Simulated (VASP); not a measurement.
# Se (Im-3m) in VASP: further runs

The runs below take Se through single point, relaxation of cell and atoms, with PBEsol.

Program: VASP 6.6.1. These are calculated values, not measurements. Logs are shortened: lines on timing, memory, paths and dates and some standing lists are left out, and cuts for length are marked.

## Step 1: The cell of the first run

Symmetry: Im-3m, No. 229, cubic system. The conventional cell has a = 2.775 Å, b = 2.775 Å, c = 2.775 Å, α = 90.00°, β = 90.00°, γ = 90.00°. Within 3.2 Å of Se (site symmetry m-3m) lie 14 Se at 2.40 to 2.77 Å.

This isn't the form of Se at room conditions, which is trigonal, of chains.

## Step 2: Single point, PBEsol

INCAR reads:

```
PREC = Accurate
ENCUT = 500
EDIFF = 1E-6
ISMEAR = -1
SIGMA = 0.1
LREAL = False
LASPH = True
NELM = 120
ALGO = Normal
ISIF = 2
LWAVE = False
LCHARG = False
GGA = PS
NBANDS = 9
GGA_COMPAT = False
```

KPOINTS reads:

```
Automatic mesh
0
Gamma
  22 22 22
```

POSCAR reads:

```
Se
1.0
   -1.3873239983      1.3873239983      1.3873239983
    1.3873239983     -1.3873239983      1.3873239983
    1.3873239983      1.3873239983     -1.3873239983
Se
1
Direct
    0.0000000000      0.0000000000      0.0000000000
```

Potentials or basis: VASP PAW PBE potentials, release 64 (Se).

Started as:

```
$ cat potpaw_PBE.64/Se/POTCAR > POTCAR
$ mpirun -np 1 vasp_std > vasp.out
```

OUTCAR:

```text
PREC = Accurate
   ENCUT = 500
   EDIFF = 1E-6
   ISMEAR = -1
   LREAL = False
   LASPH = True
   NELM = 120
   ISIF = 2
   GGA = PS

 ion  position               nearest neighbor table
   1  0.000  0.000  0.000-

  LATTYP: Found a body centered cubic cell.
 ALAT       =     2.7746479966

  Lattice vectors:

 A1 = (  -1.3873239983,   1.3873239983,   1.3873239983)
 A2 = (   1.3873239983,  -1.3873239983,   1.3873239983)
 A3 = (   1.3873239983,   1.3873239983,  -1.3873239983)

Analysis of symmetry for initial positions (statically):
=====================================================================
 Subroutine PRICEL returns:
 Original cell was already a primitive cell.

 Routine SETGRP: Setting up the symmetry group for a
 body centered cubic supercell.

 Subroutine GETGRP returns: Found 48 space group operations
 (whereof 48 operations were pure point group operations)
 out of a pool of 48 trial point group operations.

The static configuration has the point symmetry O_h .

Analysis of symmetry for dynamics (positions and initial velocities):
=====================================================================
 Subroutine PRICEL returns:
 Original cell was already a primitive cell.

 Routine SETGRP: Setting up the symmetry group for a
 body centered cubic supercell.

 Subroutine GETGRP returns: Found 48 space group operations
 (whereof 48 operations were pure point group operations)
 out of a pool of 48 trial point group operations.

The dynamic configuration has the point symmetry O_h .

 Subroutine INISYM returns: Found 48 space group operations
 (whereof 48 operations are pure point group operations),
 and found     1 'primitive' translations

----------------------------------------------------------------------------------------

                                     Primitive cell

  volume of cell :      10.6806

  direct lattice vectors                    reciprocal lattice vectors
    -1.387323998  1.387323998  1.387323998     0.000000000  0.360406077  0.360406077
     1.387323998 -1.387323998  1.387323998     0.360406077  0.000000000  0.360406077
     1.387323998  1.387323998 -1.387323998     0.360406077  0.360406077  0.000000000

  length of vectors
     2.402915652  2.402915652  2.402915652     0.509691162  0.509691162  0.509691162

  position of ions in fractional coordinates (direct lattice)
     0.000000000  0.000000000  0.000000000

  ion indices of the primitive-cell ions
   primitive index   ion index
                 1           1

----------------------------------------------------------------------------------------

 KPOINTS: Automatic mesh

Automatic generation of k-mesh.
 Grid dimensions read from file:
 generate k-points for:   22   22   22

 Generating k-lattice:

  Cartesian coordinates                     Fractional coordinates (reciprocal lattice)
     0.000000000  0.016382094  0.016382094     0.045454545  0.000000000  0.000000000
     0.016382094  0.000000000  0.016382094     0.000000000  0.045454545  0.000000000
     0.016382094  0.016382094  0.000000000     0.000000000  0.000000000  0.045454545

  Length of vectors
     0.023167780  0.023167780  0.023167780

  Shift w.r.t. Gamma in fractional coordinates (k-lattice)
     0.000000000  0.000000000  0.000000000

 Subroutine IBZKPT returns following result:
 ===========================================

 Found    328 irreducible k-points:

 Following reciprocal coordinates:
            Coordinates               Weight
  0.000000  0.000000  0.000000      1.000000
  0.045455  0.000000  0.000000     12.000000
  0.090909  0.000000  0.000000     12.000000
  0.136364  0.000000  0.000000     12.000000
  0.181818  0.000000  0.000000     12.000000
  0.227273  0.000000  0.000000     12.000000
[... 16 lines left out ...]
  0.090909  0.090909  0.000000     24.000000
  0.136364  0.090909 -0.000000     48.000000
 [... further k-points ...]
   k-points           NKPTS =    328   k-points in BZ     NKDIM =    328   number of bands    NBANDS=      9
   number of dos      NEDOS =    301   number of ions     NIONS =      1
   total plane-waves  NPLWV =   5832
   dimension x,y,z NGX =    18 NGY =   18 NGZ =   18
   dimension x,y,z NGXF=    36 NGYF=   36 NGZF=   36
   ions per type =               1
   NGX,Y,Z   is equivalent  to a cutoff of  12.45, 12.45, 12.45 a.u.
   NGXF,Y,Z  is equivalent  to a cutoff of  24.91, 24.91, 24.91 a.u.
 SYSTEM =  unknown system
   PREC   = accura    normal or accurate (medium, high low for compatibility)
   ISTART =      0    job   : 0-new  1-cont  2-samecut
   ICHARG =      2    charge: 1-file 2-atom 10-const
   ISPIN  =      1    spin polarized calculation?
   LNONCOLLINEAR =      F non collinear calculations
   LSORBIT =      F    spin-orbit coupling
   LASPH  =      T    aspherical Exc in radial PAW
   ENCUT  =  500.0 eV  36.75 Ry    6.06 a.u.   4.38  4.38  4.38*2*pi/ulx,y,z
   NELM   =    120;   NELMIN=  2; NELMDL= -5     # of ELM steps
   EDIFF  = 0.1E-05   stopping-criterion for ELM
   LREAL  =      F    real-space projection
   EDIFFG = 0.1E-04   stopping-criterion for IOM
   NSW    =      0    number of steps for IOM
   IBRION =     -1    ionic relax: 0-MD 1-quasi-New 2-CG
   NFREE  =      0    steps in history (QN), initial steepest desc. (CG)
   ISIF   =      2    stress and relaxation
   ISYM   =      2    0-nonsym 1-usesym 2-fastsym
   POTIM  = 0.5000    time-step for ionic-motion
   TEBEG  =    0.0;   TEEND  =   0.0 temperature during run
   PSTRESS=    0.0 pullay stress
   NELECT =       6.0000    total number of electrons
   NUPDOWN=      -1.0000    fix difference up-down
   EMIN   =  10.00;   EMAX   =-10.00  energy-range for DOS
   EFERMI =   0.00;   METHOD = LEGACY
   ISMEAR =    -1;   SIGMA  =   0.10  broadening in eV -4-tet -1-fermi 0-gaus
   EFERMI_NEDOS =   21; number of points for ismear=-14 and -15
   IALGO  =     38    algorithm
   IMIX   =      4    mixing-type and parameters
     AMIX     =   0.40;   BMIX     =  1.00
     AMIX_MAG =   1.60;   BMIX_MAG =  1.00
  volume/ion in A,a.u.               =      10.68        72.08
  Fermi-wavevector in a.u.,A,eV,Ry     =   1.350809  2.552659 24.826354  1.824686
  Thomas-Fermi vector in A             =   2.478283
   LORBIT       =      0    0 simple, 1 ext, 2 COOP (PROOUT), +10 PAW based schemes
   GGA     = PS    functional components
   LHFCALC =     F    Hartree Fock is set to
   AEXX    =    0.0000 exact exchange contribution
   IVDW    =     0    specifies the selected vdW correction
   LEPSILON=     F    determine dielectric tensor
   LRPA    =     F    only Hartree local field effects (RPA)
 non-spin polarized calculation
  energy-cutoff  :      500.00
  volume of cell :       10.68
 maximum number of plane-waves:       279
 NGX is ok and might be reduce to    18
   NGX =  9   NGY =  9   NGZ =  9

 number of electron       6.0000001 magnetization

 Free energy of the ion-electron system (eV)
  ---------------------------------------------------
  ext. energy  EPLUGINS =         0.00000000
  ---------------------------------------------------
  free energy    TOTEN  =        -0.42907923 eV

  energy without entropy =       -0.41801813  energy(sigma->0) =       -0.42354868

 E-fermi :  15.9396     XC(G=0): -13.8080

 val. band max:       15.9080589809   @ k =   0.2727   0.0909   0.0909
 cond. band min:      16.0209620852   @ k =  -0.3182   0.4091   0.2273
 fundamental gap:      0.1129031043
 Fermi energy:        15.9396207300

 k-point     1 :       0.0000    0.0000    0.0000
  band No.  band energies     occupation
      1      -8.6941      2.00000
      2      23.9960      0.00000
      3      23.9960      0.00000
      4      23.9960      0.00000
      5      30.1832      0.00000
      6      30.1832      0.00000
      7      30.1832      0.00000
      8      33.9654      0.00000
      9      33.9654      0.00000

 k-point     2 :       0.0455    0.0000    0.0000
  band No.  band energies     occupation
      1      -8.6136      2.00000
      2      23.2986      0.00000
      3      23.5957      0.00000
      4      23.9038      0.00000
      5      29.6914      0.00000
      6      30.0379      0.00000
      7      30.7144      0.00000
      8      32.6126      0.00000
      9      33.1326      0.00000

 k-point     3 :       0.0909    0.0000    0.0000
  band No.  band energies     occupation
      1      -8.3718      2.00000
      2      21.5413      0.00000
      3      22.6690      0.00000
      4      23.6335      0.00000
      5      28.6870      0.00000
      6      29.2790      0.00000
      7      32.0347      0.00000
      8      32.4003      0.00000
      9      32.4926      0.00000

 k-point     4 :       0.1364    0.0000    0.0000
  band No.  band energies     occupation
      1      -7.9689      2.00000
      2      19.2564      0.00000
      3      21.5779      0.00000
      4      23.2104      0.00000
      5      27.6125      0.00000
      6      28.2540      0.00000
      7      32.2157      0.00000
      8      32.8751      0.00000
      9      33.7841      0.00000

 k-point     5 :       0.1818    0.0000    0.0000
  band No.  band energies     occupation
      1      -7.4050      2.00000
      2      16.7761      0.00047
      3      20.4976      0.00000
      4      22.6836      0.00000
      5      26.6065      0.00000
      6      27.3007      0.00000
      7      32.2849      0.00000
      8      33.5452      0.00000
      9      35.7879      0.00000

 k-point     6 :       0.2273    0.0000    0.0000
  band No.  band energies     occupation
      1      -6.6806      2.00000
      2      14.2652      2.00000
      3      19.5029      0.00000
      4      22.1138      0.00000
      5      25.7122      0.00000
      6      26.4717      0.00000
      7      32.6578      0.00000
      8      34.3148      0.00000
      9      37.9743      0.00000
[... 169 lines left out ...]
 k-point    21 :       0.4091    0.0455   -0.0000
  band No.  band energies     occupation
      1      -1.4734      2.00000
      2       4.2059      2.00000
      3      16.2865      0.06045
      4      19.5444      0.00000
      5      23.9502      0.00000
      6      25.0407      0.00000
      7      36.2709      0.00000
      8      39.8966      0.00000
      9      41.2046      0.00000

 k-point    22 :       0.4545    0.0455    0.0000
  band No.  band energies     occupation
      1      -0.1386      2.00000
      2       2.5670      2.00000
      3      16.1177      0.28850
      4      19.4125      0.00000
      5      23.8149      0.00000
      6      24.9184      0.00000
      7      37.5297      0.00000
      8      39.6236      0.00000
      9      41.2928      0.00000

 k-point    23 :       0.0909    0.0909    0.0000
  band No.  band energies     occupation
      1      -7.7271      2.00000
      2      18.7002      0.00000
      3      20.3693      0.00000
      4      22.2970      0.00000
      5      27.9055      0.00000
      6      28.7282      0.00000
      7      31.4326      0.00000
      8      33.2673      0.00000
      9      35.0337      0.00000

 k-point    24 :       0.1364    0.0909   -0.0000
  band No.  band energies     occupation
      1      -7.1635      2.00000
      2      16.6614      0.00147
      3      18.9290      0.00000
      4      21.5730      0.00000
      5      27.3536      0.00000
      6      28.4291      0.00000
      7      31.5432      0.00000
      8      34.2775      0.00000
      9      36.1628      0.00000

 [... further k-points ...]

------------------------ aborting loop because EDIFF is reached ----------------------------------------

  FORCE on cell =-STRESS in cart. coord.  units (eV):
  Direction    XX          YY          ZZ          XY          YZ          ZX
  --------------------------------------------------------------------------------------
  -------------------------------------------------------------------------------------
  Total       12.5678550     12.5678550     12.5678550      0.0000000      0.0000000     -0.0000000
  in kB     1885.2895262   1885.2895262   1885.2895262      0.0000000      0.0000000     -0.0000000
  external PRESSURE =    1885.2895262 kB  Pullay stress =       0.0000000 kB

 VOLUME and BASIS-vectors are now :
 -----------------------------------------------------------------------------
  energy-cutoff  :      500.00
  volume of cell :       10.68
      direct lattice vectors                 reciprocal lattice vectors
    -1.387323998  1.387323998  1.387323998     0.000000000  0.360406077  0.360406077
     1.387323998 -1.387323998  1.387323998     0.360406077  0.000000000  0.360406077
     1.387323998  1.387323998 -1.387323998     0.360406077  0.360406077  0.000000000

 POSITION                                       TOTAL-FORCE (eV/Angst)
 -----------------------------------------------------------------------------------
      0.00000      0.00000      0.00000         0.000000      0.000000      0.000000
 -----------------------------------------------------------------------------------
    total drift:                                0.000000     -0.000000      0.000000

  FREE ENERGIE OF THE ION-ELECTRON SYSTEM (eV)
  ---------------------------------------------------
  free  energy   TOTEN  =        -0.4290792315 eV

  energy  without entropy=       -0.4180181337  energy(sigma->0) =       -0.42354868
```

Run time: 9.3 s. Hardware: 1 thread of Intel Xeon 6975P-C (Granite Rapids), shared host; peak memory 0.14 GiB.

What came out:

```
Free energy            : -0.4291 eV
Pressure               : 188.5 GPa
Band gap on the k mesh : zero (bands 3 and 4 overlap by 15.87 eV)
```

Levels at points of the mesh, in eV from the Fermi level:
```
           k point  band 1  band 2  band 3  band 4  band 5  band 6
(0.00, 0.00, 0.00)  -24.63    8.06    8.06    8.06   14.24   14.24
(0.50, 0.00, 0.00)  -15.82  -13.78    0.62    4.15    7.25    8.25
(0.50, 0.50, 0.50)   -7.54   -6.64   -6.64   -6.64   -0.04   -0.04
```

Caveat: the cell stands under pressure; the PAW data sets were made with another functional, which shifts forces and pressure a little.

## Step 3: Relaxation of cell and atoms, PBEsol, target pressure 185 GPa, at which the enthalpy is minimised

This run uses another cell than the first one, of 10.63 Å³/atom.

INCAR reads:

```
SYSTEM = Se
PREC = Accurate
ENCUT = 500
EDIFF = 1E-7
ISMEAR = -1
SIGMA = 0.1
LREAL = .FALSE.
LASPH = .TRUE.
NELM = 120
ALGO = Normal
ISIF = 3
LWAVE = .FALSE.
LCHARG = .FALSE.
GGA = PS
IBRION = 2
NSW = 80
EDIFFG = -0.002
PSTRESS = 1850.0
GGA_COMPAT = .FALSE.
NELMIN = 4
```

KPOINTS reads:

```
regular mesh
0
G
  22 22 22
  0 0 0
```

POSCAR reads:

```
Se
1.0
   -1.3851748178      1.3851748178      1.3851748178
    1.3851748178     -1.3851748178      1.3851748178
    1.3851748178      1.3851748178     -1.3851748178
Se
1
Direct
    0.0000000000      0.0000000000      0.0000000000
```

Potentials or basis: VASP PAW PBE potentials, release 64 (Se).

Started as:

```
$ cat potpaw_PBE.64/Se/POTCAR > POTCAR
$ mpirun -np 1 vasp_std > vasp.out
```

It took 19 s on 1 thread of Intel Xeon 6975P-C (Granite Rapids), shared host; peak memory 0.14 GiB.

It converged, with:

```yaml
Free_energy: -0.4903 eV
Relaxed_volume: 10.73 Å³/atom
Relaxed_cell: a = 2.407 Å, b = 2.407 Å, c = 2.407 Å, α = 109.47°, β = 109.47°, γ = 109.47°
Space_group_after_relaxing_to_0.1_Å: Im-3m (No. 229)
Energy_change_on_relaxing_the_run_minimises_the_enthalpy: -120.1 meV/atom
Ionic_steps: 4
Pressure_after_relaxing: 185.0 GPa
Band_gap_on_the_k_mesh: zero (bands 3 and 4 overlap by 15.76 eV)
```

The path:
```csv
step,energy change (eV),largest force (eV/Å),pressure (GPa),volume (Å³)
1,0.0000,0.0000,191.92,10.63
2,-0.7621,0.0000,147.90,11.35
3,-0.1232,0.0000,184.82,10.74
4,-0.1201,0.0000,185.00,10.73
```

Final structure:
```yaml
crystal:
  lattice:
    - [-1.38959, 1.38959, 1.38959]
    - [1.38959, -1.38959, 1.38959]
    - [1.38959, 1.38959, -1.38959]
  atoms:
    - { symbol: Se, position: [0.00000, 0.00000, 0.00000] }
```

Levels at points of the mesh, in eV from the Fermi level:
```
           k point  band 1  band 2  band 3  band 4  band 5  band 6  band 7
(0.00, 0.00, 0.00)  -24.55    8.00    8.00    8.00   14.22   14.22   14.22
(0.50, 0.00, 0.00)  -15.79  -13.71    0.61    4.13    7.26    8.23   22.51
(0.50, 0.50, 0.50)   -7.57   -6.61   -6.61   -6.61    0.00    0.00   30.93
```

Caveat: the cell is relaxed towards a set pressure, so the run minimises the enthalpy, not the energy; the PAW data sets were made with another functional, which shifts forces and pressure a little.
